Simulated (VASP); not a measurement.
# Nb (Fm-3m) in VASP: further runs, part 3 of 3

VASP 6.6.1.

## Step 4: Single point, PBE

This run uses another cell than the first one, of 17.87 Å³/atom.

INCAR reads:

```
SYSTEM = Nb
ALGO     = Normal         ! electronic algorithm
EDIFF    = 1E-6           ! SCF threshold, eV
ENCUT    = 500            ! plane-wave cutoff, eV
GGA      = PE             ! functional
GGA_COMPAT= .False.      
ISIF     = 2              ! what is computed and relaxed
ISMEAR   = -1             ! smearing method
LASPH    = .True.         ! aspherical terms in the spheres
LCHARG   = .False.        ! write CHGCAR
LREAL    = .False.        ! projectors in reciprocal space
LWAVE    = .False.        ! write WAVECAR
NBANDS   = 12             ! bands
NELM     = 120            ! most SCF steps
PREC     = Accurate       ! precision mode
SIGMA    = 0.05           ! smearing width, eV
```

KPOINTS reads:

```
k-points
0
Gamma
  9 9 9
  0 0 0
```

POSCAR reads:

```
Nb
1.0
    0.0000000000      2.0751269870      2.0751269870
    2.0751269870      0.0000000000      2.0751269870
    2.0751269870      2.0751269870      0.0000000000
Nb
1
Direct
    0.0000000000      0.0000000000      0.0000000000
```

Potentials or basis: VASP PAW PBE potentials, release 64 (Nb_sv).

Command:

```
cat potpaw_PBE.64/Nb_sv/POTCAR > POTCAR
mpirun -np 1 vasp_std > vasp.out
```

OUTCAR:

```text
SYSTEM = Nb
   EDIFF = 1E-6
   ENCUT = 500
   GGA = PE
   ISIF = 2
   ISMEAR = -1
   LASPH = .True.
   LREAL = .False.
   NELM = 120
   PREC = Accurate

 ion  position               nearest neighbor table
   1  0.000  0.000  0.000-

  LATTYP: Found a face centered cubic cell.
 ALAT       =     4.1502539740

  Lattice vectors:

 A1 = (   0.0000000000,   2.0751269870,   2.0751269870)
 A2 = (   2.0751269870,   0.0000000000,   2.0751269870)
 A3 = (   2.0751269870,   2.0751269870,   0.0000000000)

Analysis of symmetry for initial positions (statically):
=====================================================================
 Subroutine PRICEL returns:
 Original cell was already a primitive cell.

 Routine SETGRP: Setting up the symmetry group for a
 face centered cubic supercell.

 Subroutine GETGRP returns: Found 48 space group operations
 (whereof 48 operations were pure point group operations)
 out of a pool of 48 trial point group operations.

The static configuration has the point symmetry O_h .

Analysis of symmetry for dynamics (positions and initial velocities):
=====================================================================
 Subroutine PRICEL returns:
 Original cell was already a primitive cell.

 Routine SETGRP: Setting up the symmetry group for a
 face centered cubic supercell.

 Subroutine GETGRP returns: Found 48 space group operations
 (whereof 48 operations were pure point group operations)
 out of a pool of 48 trial point group operations.

The dynamic configuration has the point symmetry O_h .

 Subroutine INISYM returns: Found 48 space group operations
 (whereof 48 operations are pure point group operations),
 and found     1 'primitive' translations

----------------------------------------------------------------------------------------

                                     Primitive cell

  volume of cell :      17.8716

  direct lattice vectors                    reciprocal lattice vectors
     0.000000000  2.075126987  2.075126987    -0.240949110  0.240949110  0.240949110
     2.075126987  0.000000000  2.075126987     0.240949110 -0.240949110  0.240949110
     2.075126987  2.075126987  0.000000000     0.240949110  0.240949110 -0.240949110

  length of vectors
     2.934672729  2.934672729  2.934672729     0.417336100  0.417336100  0.417336100

  position of ions in fractional coordinates (direct lattice)
     0.000000000  0.000000000  0.000000000

  ion indices of the primitive-cell ions
   primitive index   ion index
                 1           1

----------------------------------------------------------------------------------------

 KPOINTS: k-points

Automatic generation of k-mesh.
 Grid dimensions read from file:
 generate k-points for:    9    9    9

 Generating k-lattice:

  Cartesian coordinates                     Fractional coordinates (reciprocal lattice)
    -0.026772123  0.026772123  0.026772123     0.111111111  0.000000000  0.000000000
     0.026772123 -0.026772123  0.026772123     0.000000000  0.111111111  0.000000000
     0.026772123  0.026772123 -0.026772123     0.000000000  0.000000000  0.111111111

  Length of vectors
     0.046370678  0.046370678  0.046370678

  Shift w.r.t. Gamma in fractional coordinates (k-lattice)
     0.000000000  0.000000000  0.000000000

 Subroutine IBZKPT returns following result:
 ===========================================

 Found     35 irreducible k-points:

 Following reciprocal coordinates:
            Coordinates               Weight
  0.000000  0.000000  0.000000      1.000000
  0.111111  0.000000  0.000000      8.000000
  0.222222  0.000000  0.000000      8.000000
  0.333333  0.000000  0.000000      8.000000
  0.444444  0.000000  0.000000      8.000000
  0.111111  0.111111  0.000000      6.000000
[... 16 lines left out ...]
 -0.333333  0.333333  0.000000     12.000000
  0.444444  0.444444  0.000000      6.000000
 [... further k-points ...]
   k-points           NKPTS =     35   k-points in BZ     NKDIM =     35   number of bands    NBANDS=     12
   number of dos      NEDOS =    301   number of ions     NIONS =      1
   total plane-waves  NPLWV =  13824
   dimension x,y,z NGX =    24 NGY =   24 NGZ =   24
   dimension x,y,z NGXF=    48 NGYF=   48 NGZF=   48
   ions per type =               1
   NGX,Y,Z   is equivalent  to a cutoff of  13.60, 13.60, 13.60 a.u.
   NGXF,Y,Z  is equivalent  to a cutoff of  27.19, 27.19, 27.19 a.u.
 SYSTEM =  Nb
   PREC   = accura    normal or accurate (medium, high low for compatibility)
   ISTART =      0    job   : 0-new  1-cont  2-samecut
   ICHARG =      2    charge: 1-file 2-atom 10-const
   ISPIN  =      1    spin polarized calculation?
   LNONCOLLINEAR =      F non collinear calculations
   LSORBIT =      F    spin-orbit coupling
   LASPH  =      T    aspherical Exc in radial PAW
   ENCUT  =  500.0 eV  36.75 Ry    6.06 a.u.   5.35  5.35  5.35*2*pi/ulx,y,z
   NELM   =    120;   NELMIN=  2; NELMDL= -5     # of ELM steps
   EDIFF  = 0.1E-05   stopping-criterion for ELM
   LREAL  =      F    real-space projection
   EDIFFG = 0.1E-04   stopping-criterion for IOM
   NSW    =      0    number of steps for IOM
   IBRION =     -1    ionic relax: 0-MD 1-quasi-New 2-CG
   NFREE  =      0    steps in history (QN), initial steepest desc. (CG)
   ISIF   =      2    stress and relaxation
   ISYM   =      2    0-nonsym 1-usesym 2-fastsym
   POTIM  = 0.5000    time-step for ionic-motion
   TEBEG  =    0.0;   TEEND  =   0.0 temperature during run
   PSTRESS=    0.0 pullay stress
   NELECT =      13.0000    total number of electrons
   NUPDOWN=      -1.0000    fix difference up-down
   EMIN   =  10.00;   EMAX   =-10.00  energy-range for DOS
   EFERMI =   0.00;   METHOD = LEGACY
   ISMEAR =    -1;   SIGMA  =   0.05  broadening in eV -4-tet -1-fermi 0-gaus
   EFERMI_NEDOS =   21; number of points for ismear=-14 and -15
   IALGO  =     38    algorithm
   IMIX   =      4    mixing-type and parameters
     AMIX     =   0.40;   BMIX     =  1.00
     AMIX_MAG =   1.60;   BMIX_MAG =  1.00
  volume/ion in A,a.u.               =      17.87       120.60
  Fermi-wavevector in a.u.,A,eV,Ry     =   1.472317  2.782275 29.493578  2.167717
  Thomas-Fermi vector in A             =   2.587346
   LORBIT       =      0    0 simple, 1 ext, 2 COOP (PROOUT), +10 PAW based schemes
   GGA     = PE    functional components
   LHFCALC =     F    Hartree Fock is set to
   AEXX    =    0.0000 exact exchange contribution
   IVDW    =     0    specifies the selected vdW correction
   LEPSILON=     F    determine dielectric tensor
   LRPA    =     F    only Hartree local field effects (RPA)
 non-spin polarized calculation
  energy-cutoff  :      500.00
  volume of cell :       17.87
 maximum number of plane-waves:       465
 NGX is ok and might be reduce to    24
   NGX = 11   NGY = 11   NGZ = 11

 number of electron      13.0000000 magnetization

 Free energy of the ion-electron system (eV)
  ---------------------------------------------------
  ext. energy  EPLUGINS =         0.00000000
  ---------------------------------------------------
  free energy    TOTEN  =        -9.86368496 eV

  energy without entropy =       -9.84767031  energy(sigma->0) =       -9.85567763

 E-fermi :  11.6414     XC(G=0): -12.5461

 val. band max:       11.6392044836   @ k =   0.3333   0.1111   0.0000
 cond. band min:      11.6608548193   @ k =   0.4444   0.3333   0.1111
 fundamental gap:      0.0216503358
 Fermi energy:        11.6413812148

 k-point     1 :       0.0000    0.0000    0.0000
  band No.  band energies     occupation
      1     -43.1037      2.00000
      2     -18.3917      2.00000
      3     -18.3917      2.00000
      4     -18.3917      2.00000
      5       5.3179      2.00000
      6      11.7197      0.34554
      7      11.7197      0.34554
      8      11.7197      0.34554
      9      14.4933      0.00000
     10      14.4933      0.00000
     11      23.5322      0.00000
     12      28.5249      0.00000
[... 331 lines left out ...]
 k-point    24 :       0.4444    0.4444    0.0000
  band No.  band energies     occupation
      1     -42.8005      2.00000
      2     -19.6478      2.00000
      3     -18.8675      2.00000
      4     -18.8675      2.00000
      5       7.4209      2.00000
      6       8.1669      2.00000
      7      15.1096      0.00000
      8      16.5026      0.00000
      9      16.8274      0.00000
     10      16.8274      0.00000
     11      23.8321      0.00000
     12      23.8321      0.00000

 [... further k-points ...]

------------------------ aborting loop because EDIFF is reached ----------------------------------------

  FORCE on cell =-STRESS in cart. coord.  units (eV):
  Direction    XX          YY          ZZ          XY          YZ          ZX
  --------------------------------------------------------------------------------------
  -------------------------------------------------------------------------------------
  Total        1.0752146      1.0752146      1.0752146     -0.0000000      0.0000000      0.0000000
  in kB       96.3921562     96.3921562     96.3921562     -0.0000000      0.0000000      0.0000000
  external PRESSURE =      96.3921562 kB  Pullay stress =       0.0000000 kB

 VOLUME and BASIS-vectors are now :
 -----------------------------------------------------------------------------
  energy-cutoff  :      500.00
  volume of cell :       17.87
      direct lattice vectors                 reciprocal lattice vectors
     0.000000000  2.075126987  2.075126987    -0.240949110  0.240949110  0.240949110
     2.075126987  0.000000000  2.075126987     0.240949110 -0.240949110  0.240949110
     2.075126987  2.075126987  0.000000000     0.240949110  0.240949110 -0.240949110

 POSITION                                       TOTAL-FORCE (eV/Angst)
 -----------------------------------------------------------------------------------
      0.00000      0.00000      0.00000         0.000000      0.000000      0.000000
 -----------------------------------------------------------------------------------
    total drift:                               -0.000000      0.000000     -0.000000

  FREE ENERGIE OF THE ION-ELECTRON SYSTEM (eV)
  ---------------------------------------------------
  free  energy   TOTEN  =        -9.8636849558 eV

  energy  without entropy=       -9.8476703061  energy(sigma->0) =       -9.85567763
```

Wall time 6.6 s (1 thread of Intel Xeon 8259CL, shared host); peak memory 0.14 GiB.

What came out:

```
Free energy            : -9.8637 eV
Pressure               : 9.6 GPa
Band gap on the k mesh : zero (an odd number of electrons rules out a gap without spin polarisation)
```

Caveat: the cell stands under pressure.

## Step 5: The runs side by side

```tsv
cell	gap on the mesh (eV)	pressure (GPa)
a = 2.888 Å, angles 60.0°, 1 atom	none	19.6
a = 2.847 Å, angles 60.0°, 1 atom	none	29.6
a = 2.935 Å, angles 60.0°, 1 atom	none	9.6
```

Alike in all rows: task single point; level PBE; potentials or basis VASP PAW PBE potentials, release 64 (Nb_sv); no spin polarisation; k mesh 9 × 9 × 9; cutoff (eV) 500; smearing fermi-dirac 0.05 eV.

Caveats: the cell stands under pressure.

Total energies depend on the potentials used, so only differences within one code and one set of settings carry meaning.

The gap in the log of VASP goes by the Fermi energy; the results here count the filled bands.